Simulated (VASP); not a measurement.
# SnTe in VASP: settings compared

Aim: see how the results for SnTe move with the level of theory and the settings. Levels: PBE, revPBE+D3(BJ), PBE+D3(BJ). Tasks: single point.

All numbers are computed with VASP 6.6.1; they aren't measurements. Logs are shortened: lines on timing, memory, paths and dates and some standing lists are left out, and cuts for length are marked.

## Step 1: The cell of the first run

Symmetry: Fm-3m, No. 225, cubic system. The conventional cell has a = 6.302 Å, b = 6.302 Å, c = 6.302 Å, α = 90.00°, β = 90.00°, γ = 90.00°. Te (site symmetry m-3m) has 6 Sn at 3.15 Å within 4.1 Å. Sn (site symmetry m-3m) has 6 Te at 3.15 Å within 4.1 Å.

## Step 2: Single point, PBE

Input file INCAR:

```
PREC = Accurate
ENCUT = 520
EDIFF = 1E-7
ISMEAR = -1
SIGMA = 0.06
LREAL = F
LASPH = T
NELM = 80
ALGO = Normal
ISIF = 2
LWAVE = F
LCHARG = T
GGA = PE
LELF = T
LVHAR = T
NBANDS = 17
```

Input file KPOINTS:

```
Automatic mesh
0
Gamma
  5 5 5
```

Input file POSCAR:

```
SnTe
1.0
    0.0000000000      3.1508500000      3.1508500000
    3.1508500000      0.0000000000      3.1508500000
    3.1508500000      3.1508500000      0.0000000000
Te Sn
1 1
Direct
    0.5000000000      0.5000000000      0.5000000000
    0.0000000000      0.0000000000      0.0000000000
```

Potentials or basis: VASP PAW PBE potentials, release 64 (Te, Sn_d).

On the command line:

```bash
> cat potpaw_PBE.64/Te/POTCAR potpaw_PBE.64/Sn_d/POTCAR > POTCAR
> mpirun -np 1 vasp_std > vasp.out
```

OUTCAR:

```text
PREC = Accurate
   ENCUT = 520
   EDIFF = 1E-7
   ISMEAR = -1
   LREAL = F
   LASPH = T
   NELM = 80
   ISIF = 2
   GGA = PE

 ion  position               nearest neighbor table
   1  0.500  0.500  0.500-   2 3.15   2 3.15   2 3.15   2 3.15   2 3.15   2 3.15
   2  0.000  0.000  0.000-   1 3.15   1 3.15   1 3.15   1 3.15   1 3.15   1 3.15

  LATTYP: Found a face centered cubic cell.
 ALAT       =     6.3017000000

  Lattice vectors:

 A1 = (   0.0000000000,   3.1508500000,   3.1508500000)
 A2 = (   3.1508500000,   0.0000000000,   3.1508500000)
 A3 = (   3.1508500000,   3.1508500000,   0.0000000000)

Analysis of symmetry for initial positions (statically):
=====================================================================
 Subroutine PRICEL returns:
 Original cell was already a primitive cell.

 Routine SETGRP: Setting up the symmetry group for a
 face centered cubic supercell.

 Subroutine GETGRP returns: Found 48 space group operations
 (whereof 48 operations were pure point group operations)
 out of a pool of 48 trial point group operations.

The static configuration has the point symmetry O_h .

Analysis of symmetry for dynamics (positions and initial velocities):
=====================================================================
 Subroutine PRICEL returns:
 Original cell was already a primitive cell.

 Routine SETGRP: Setting up the symmetry group for a
 face centered cubic supercell.

 Subroutine GETGRP returns: Found 48 space group operations
 (whereof 48 operations were pure point group operations)
 out of a pool of 48 trial point group operations.

The dynamic configuration has the point symmetry O_h .

 Subroutine INISYM returns: Found 48 space group operations
 (whereof 48 operations are pure point group operations),
 and found     1 'primitive' translations

----------------------------------------------------------------------------------------

                                     Primitive cell

  volume of cell :      62.5624

  direct lattice vectors                    reciprocal lattice vectors
     0.000000000  3.150850000  3.150850000    -0.158687338  0.158687338  0.158687338
     3.150850000  0.000000000  3.150850000     0.158687338 -0.158687338  0.158687338
     3.150850000  3.150850000  0.000000000     0.158687338  0.158687338 -0.158687338

  length of vectors
     4.455974803  4.455974803  4.455974803     0.274854533  0.274854533  0.274854533

  position of ions in fractional coordinates (direct lattice)
     0.500000000  0.500000000  0.500000000
     0.000000000  0.000000000  0.000000000

  ion indices of the primitive-cell ions
   primitive index   ion index
                 1           1
                 2           2

----------------------------------------------------------------------------------------

 KPOINTS: Automatic mesh

Automatic generation of k-mesh.
 Grid dimensions read from file:
 generate k-points for:    5    5    5

 Generating k-lattice:

  Cartesian coordinates                     Fractional coordinates (reciprocal lattice)
    -0.031737468  0.031737468  0.031737468     0.200000000  0.000000000  0.000000000
     0.031737468 -0.031737468  0.031737468     0.000000000  0.200000000  0.000000000
     0.031737468  0.031737468 -0.031737468     0.000000000  0.000000000  0.200000000

  Length of vectors
     0.054970907  0.054970907  0.054970907

  Shift w.r.t. Gamma in fractional coordinates (k-lattice)
     0.000000000  0.000000000  0.000000000

 Subroutine IBZKPT returns following result:
 ===========================================

 Found     10 irreducible k-points:

 Following reciprocal coordinates:
            Coordinates               Weight
  0.000000  0.000000  0.000000      1.000000
  0.200000  0.000000  0.000000      8.000000
  0.400000  0.000000  0.000000      8.000000
  0.200000  0.200000  0.000000      6.000000
  0.400000  0.200000  0.000000     24.000000
 -0.400000  0.200000  0.000000     24.000000
 -0.200000  0.200000  0.000000     12.000000
  0.400000  0.400000  0.000000      6.000000
 -0.400000  0.400000  0.000000     12.000000
 -0.400000  0.400000  0.200000     24.000000
   k-points           NKPTS =     10   k-points in BZ     NKDIM =     10   number of bands    NBANDS=     17
   number of dos      NEDOS =    301   number of ions     NIONS =      2
   total plane-waves  NPLWV =  46656
   dimension x,y,z NGX =    36 NGY =   36 NGZ =   36
   dimension x,y,z NGXF=    72 NGYF=   72 NGZF=   72
   ions per type =               1   1
   NGX,Y,Z   is equivalent  to a cutoff of  13.43, 13.43, 13.43 a.u.
   NGXF,Y,Z  is equivalent  to a cutoff of  26.86, 26.86, 26.86 a.u.
 SYSTEM =  unknown system
   PREC   = accura    normal or accurate (medium, high low for compatibility)
   ISTART =      0    job   : 0-new  1-cont  2-samecut
   ICHARG =      2    charge: 1-file 2-atom 10-const
   ISPIN  =      1    spin polarized calculation?
   LNONCOLLINEAR =      F non collinear calculations
   LSORBIT =      F    spin-orbit coupling
   LASPH  =      T    aspherical Exc in radial PAW
   ENCUT  =  520.0 eV  38.22 Ry    6.18 a.u.   8.29  8.29  8.29*2*pi/ulx,y,z
   NELM   =     80;   NELMIN=  2; NELMDL= -5     # of ELM steps
   EDIFF  = 0.1E-06   stopping-criterion for ELM
   LREAL  =      F    real-space projection
   EDIFFG = 0.1E-05   stopping-criterion for IOM
   NSW    =      0    number of steps for IOM
   IBRION =     -1    ionic relax: 0-MD 1-quasi-New 2-CG
   NFREE  =      0    steps in history (QN), initial steepest desc. (CG)
   ISIF   =      2    stress and relaxation
   ISYM   =      2    0-nonsym 1-usesym 2-fastsym
   POTIM  = 0.5000    time-step for ionic-motion
   TEBEG  =    0.0;   TEEND  =   0.0 temperature during run
   PSTRESS=    0.0 pullay stress
   NELECT =      20.0000    total number of electrons
   NUPDOWN=      -1.0000    fix difference up-down
   EMIN   =  10.00;   EMAX   =-10.00  energy-range for DOS
   EFERMI =   0.00;   METHOD = LEGACY
   ISMEAR =    -1;   SIGMA  =   0.06  broadening in eV -4-tet -1-fermi 0-gaus
   EFERMI_NEDOS =   21; number of points for ismear=-14 and -15
   IALGO  =     38    algorithm
   IMIX   =      4    mixing-type and parameters
     AMIX     =   0.40;   BMIX     =  1.00
     AMIX_MAG =   1.60;   BMIX_MAG =  1.00
  volume/ion in A,a.u.               =      31.28       211.10
  Fermi-wavevector in a.u.,A,eV,Ry     =   1.119387  2.115336 17.048485  1.253028
  Thomas-Fermi vector in A             =   2.256026
   LORBIT       =      0    0 simple, 1 ext, 2 COOP (PROOUT), +10 PAW based schemes
   GGA     = PE    functional components
   LHFCALC =     F    Hartree Fock is set to
   AEXX    =    0.0000 exact exchange contribution
   IVDW    =     0    specifies the selected vdW correction
   LEPSILON=     F    determine dielectric tensor
   LRPA    =     F    only Hartree local field effects (RPA)
 non-spin polarized calculation
  energy-cutoff  :      520.00
  volume of cell :       62.56
 maximum number of plane-waves:      1694
 NGX is ok and might be reduce to    36
   NGX = 17   NGY = 17   NGZ = 17

 number of electron      19.9999998 magnetization

 Free energy of the ion-electron system (eV)
  ---------------------------------------------------
  ext. energy  EPLUGINS =         0.00000000
  ---------------------------------------------------
  free energy    TOTEN  =        -7.54751224 eV

  energy without entropy =       -7.54730995  energy(sigma->0) =       -7.54741109

 E-fermi :   7.0543     XC(G=0):  -9.5008

 val. band max:        6.6138850634   @ k =  -0.2000   0.2000   0.0000
 cond. band min:       7.5326475258   @ k =   0.4000   0.0000   0.0000
 fundamental gap:      0.9187624623
 Fermi energy:         7.0543159903

 k-point     1 :       0.0000    0.0000    0.0000
  band No.  band energies     occupation
      1     -14.9595      2.00000
      2     -14.9595      2.00000
      3     -14.9531      2.00000
      4     -14.9531      2.00000
      5     -14.9531      2.00000
      6      -5.8538      2.00000
[... 9 lines left out ...]
     16      11.7032      0.00000
     17      13.7719      0.00000

 k-point     2 :       0.2000    0.0000    0.0000
  band No.  band energies     occupation
      1     -14.9611      2.00000
      2     -14.9611      2.00000
      3     -14.9525      2.00000
      4     -14.9509      2.00000
      5     -14.9509      2.00000
      6      -5.5246      2.00000
[... 9 lines left out ...]
     16      12.4946      0.00000
     17      15.8964      0.00000

 k-point     3 :       0.4000    0.0000    0.0000
  band No.  band energies     occupation
      1     -14.9641      2.00000
      2     -14.9641      2.00000
      3     -14.9516      2.00000
      4     -14.9468      2.00000
      5     -14.9468      2.00000
      6      -4.7641      2.00000
[... 9 lines left out ...]
     16      14.6159      0.00000
     17      16.9238      0.00000

 k-point     4 :       0.2000    0.2000    0.0000
  band No.  band energies     occupation
      1     -14.9648      2.00000
      2     -14.9579      2.00000
      3     -14.9544      2.00000
      4     -14.9494      2.00000
      5     -14.9494      2.00000
      6      -5.4183      2.00000
[... 9 lines left out ...]
     16      13.6614      0.00000
     17      14.2621      0.00000

 k-point     5 :       0.4000    0.2000    0.0000
  band No.  band energies     occupation
      1     -14.9685      2.00000
      2     -14.9593      2.00000
      3     -14.9534      2.00000
      4     -14.9469      2.00000
      5     -14.9457      2.00000
      6      -4.7950      2.00000
[... 9 lines left out ...]
     16      15.6435      0.00000
     17      16.5811      0.00000

 k-point     6 :      -0.4000    0.2000    0.0000
  band No.  band energies     occupation
      1     -14.9672      2.00000
      2     -14.9625      2.00000
      3     -14.9502      2.00000
      4     -14.9474      2.00000
      5     -14.9457      2.00000
      6      -4.4328      2.00000
[... 9 lines left out ...]
     16      14.5755      0.00000
     17      17.4176      0.00000

 k-point     7 :      -0.2000    0.2000    0.0000
  band No.  band energies     occupation
      1     -14.9633      2.00000
      2     -14.9626      2.00000
      3     -14.9515      2.00000
      4     -14.9492      2.00000
      5     -14.9479      2.00000
      6      -5.0375      2.00000
[... 9 lines left out ...]
     16      15.0456      0.00000
     17      15.4610      0.00000

 k-point     8 :       0.4000    0.4000    0.0000
  band No.  band energies     occupation
      1     -14.9750      2.00000
      2     -14.9565      2.00000
      3     -14.9552      2.00000
      4     -14.9433      2.00000
      5     -14.9433      2.00000
      6      -4.4786      2.00000
[... 9 lines left out ...]
     16      16.5985      0.00000
     17      17.5292      0.00000

 k-point     9 :      -0.4000    0.4000    0.0000
  band No.  band energies     occupation
      1     -14.9739      2.00000
      2     -14.9573      2.00000
      3     -14.9543      2.00000
      4     -14.9441      2.00000
      5     -14.9432      2.00000
      6      -4.2316      2.00000
[... 9 lines left out ...]
     16      15.8679      0.00000
     17      17.7533      0.00000

 k-point    10 :      -0.4000    0.4000    0.2000
  band No.  band energies     occupation
      1     -14.9707      2.00000
      2     -14.9597      2.00000
      3     -14.9518      2.00000
      4     -14.9474      2.00000
      5     -14.9434      2.00000
      6      -4.3199      2.00000
[... 9 lines left out ...]
     16      16.5670      0.00000
     17      16.6152      0.00000

------------------------ aborting loop because EDIFF is reached ----------------------------------------

  FORCE on cell =-STRESS in cart. coord.  units (eV):
  Direction    XX          YY          ZZ          XY          YZ          ZX
  --------------------------------------------------------------------------------------
  -------------------------------------------------------------------------------------
  Total        0.8630642      0.8630642      0.8630642      0.0000000      0.0000000      0.0000000
  in kB       22.1024545     22.1024545     22.1024545      0.0000000      0.0000000      0.0000000
  external PRESSURE =      22.1024545 kB  Pullay stress =       0.0000000 kB

 VOLUME and BASIS-vectors are now :
 -----------------------------------------------------------------------------
  energy-cutoff  :      520.00
  volume of cell :       62.56
      direct lattice vectors                 reciprocal lattice vectors
     0.000000000  3.150850000  3.150850000    -0.158687338  0.158687338  0.158687338
     3.150850000  0.000000000  3.150850000     0.158687338 -0.158687338  0.158687338
     3.150850000  3.150850000  0.000000000     0.158687338  0.158687338 -0.158687338

 POSITION                                       TOTAL-FORCE (eV/Angst)
 -----------------------------------------------------------------------------------
      3.15085      3.15085      3.15085         0.000000      0.000000      0.000000
      0.00000      0.00000      0.00000        -0.000000     -0.000000     -0.000000
 -----------------------------------------------------------------------------------
    total drift:                               -0.000000      0.000000      0.000000

  FREE ENERGIE OF THE ION-ELECTRON SYSTEM (eV)
  ---------------------------------------------------
  free  energy   TOTEN  =        -7.5475122352 eV

  energy  without entropy=       -7.5473099467  energy(sigma->0) =       -7.54741109
```

It took 26 s on 1 thread of Intel Xeon 8259CL, shared host; peak memory 0.2 GiB.

Results:

```
Free energy : -7.5475 eV
Pressure    : 2.2 GPa
```

Levels at points of the mesh, in eV from the Fermi level:
| k point | band 6 | band 7 | band 8 | band 9 | band 10 | band 11 | band 12 | band 13 | band 14 | band 15 |
| --- | --- | --- | --- | --- | --- | --- | --- | --- | --- | --- |
| (0.00, 0.00, 0.00) | -12.91 | -4.78 | -2.25 | -2.25 | -2.25 | 3.25 | 3.25 | 3.25 | 4.65 | 4.65 |

Caveat: this odd mesh misses L, so gap, dielectric constants and Born charges aren't listed; spin-orbit coupling is left out, which moves the levels of the heavy elements.

## Step 3: Single point, revPBE+D3(BJ)

This run uses another cell than the first one, of 30.77 Å³/atom.

Input file INCAR:

```
SYSTEM = SnTe
PREC = Accurate ; ENCUT = 520
EDIFF = 1E-7 ; ISMEAR = -1
SIGMA = 0.05 ; LREAL = .FALSE.
LASPH = .TRUE. ; NELM = 100
ALGO = Normal ; ISIF = 2
LWAVE = .FALSE. ; LCHARG = .FALSE.
GGA = RE ; IVDW = 12
NBANDS = 17
```

Input file KPOINTS:

```
Automatic mesh
0
G
  7 7 7
  0 0 0
```

Input file POSCAR:

```
SnTe
1.0
    0.0000000000      3.1337383290      3.1337383290
    3.1337383290      0.0000000000      3.1337383290
    3.1337383290      3.1337383290      0.0000000000
Te Sn
1 1
Direct
    0.5000000000      0.5000000000      0.5000000000
    0.0000000000      0.0000000000      0.0000000000
```

Potentials or basis: VASP PAW PBE potentials, release 64 (Te, Sn_d).

On the command line:

```bash
> cat potpaw_PBE.64/Te/POTCAR potpaw_PBE.64/Sn_d/POTCAR > POTCAR
> mpirun -np 1 vasp_std > vasp.out
```

Wall time 44 s (1 thread of Intel Xeon 8259CL, shared host); peak memory 0.21 GiB.

The run converged. Its results:

| Quantity | Value |
| --- | --- |
| Free energy | -8.4275 eV |
| Pressure | 0.0 GPa |
| Dispersion energy per atom | -0.765 eV |

Levels at points of the mesh, in eV from the Fermi level:
```csv
k point,band 6,band 7,band 8,band 9,band 10,band 11,band 12,band 13,band 14,band 15
"(0.00, 0.00, 0.00)",-13.02,-4.67,-2.30,-2.30,-2.30,3.31,3.31,3.31,4.62,4.62
```

Caveat: this odd mesh misses L, so gap, dielectric constants and Born charges aren't listed; the PAW data sets were made with another functional, which shifts forces and pressure a little; spin-orbit coupling is left out, which moves the levels of the heavy elements.

## Step 4: Single point, PBE+D3(BJ)

This run uses another cell than the first one, of 31.37 Å³/atom.

Input file INCAR:

```
PREC = Accurate
ENCUT = 520
EDIFF = 1E-6
ISMEAR = -1
SIGMA = 0.05
LREAL = False
LASPH = True
NELM = 60
ALGO = Normal
ISIF = 2
LWAVE = False
LCHARG = False
GGA = PE
IVDW = 12
NBANDS = 17
```

Input file KPOINTS:

```
regular mesh
0
Gamma
  7 7 7
```

Input file POSCAR:

```
SnTe
1.0
    0.0000000000      3.1538068418      3.1538068418
    3.1538068418      0.0000000000      3.1538068418
    3.1538068418      3.1538068418      0.0000000000
Te Sn
1 1
Direct
    0.5000000000      0.5000000000      0.5000000000
    0.0000000000      0.0000000000      0.0000000000
```

On the command line:

```bash
> cat potpaw_PBE.64/Te/POTCAR potpaw_PBE.64/Sn_d/POTCAR > POTCAR
> mpirun -np 1 vasp_std > vasp.out
```

Wall time 44 s (1 thread of Intel Xeon 8259CL, shared host); peak memory 0.21 GiB.

It converged, with:

* Free energy: -8.3492 eV
* Pressure: -0.1 GPa
* Dispersion energy per atom: -0.400 eV

Levels at points of the mesh, in eV from the Fermi level:
| k point | band 7 | band 8 | band 9 | band 10 | band 11 | band 12 | band 13 | band 14 |
| --- | --- | --- | --- | --- | --- | --- | --- | --- |
| (0.00, 0.00, 0.00) | -4.76 | -2.21 | -2.21 | -2.21 | 3.27 | 3.27 | 3.27 | 4.68 |

Caveat: this odd mesh misses L, so gap, dielectric constants and Born charges aren't listed; spin-orbit coupling is left out, which moves the levels of the heavy elements.

(Part 1 of 2 ends here.)
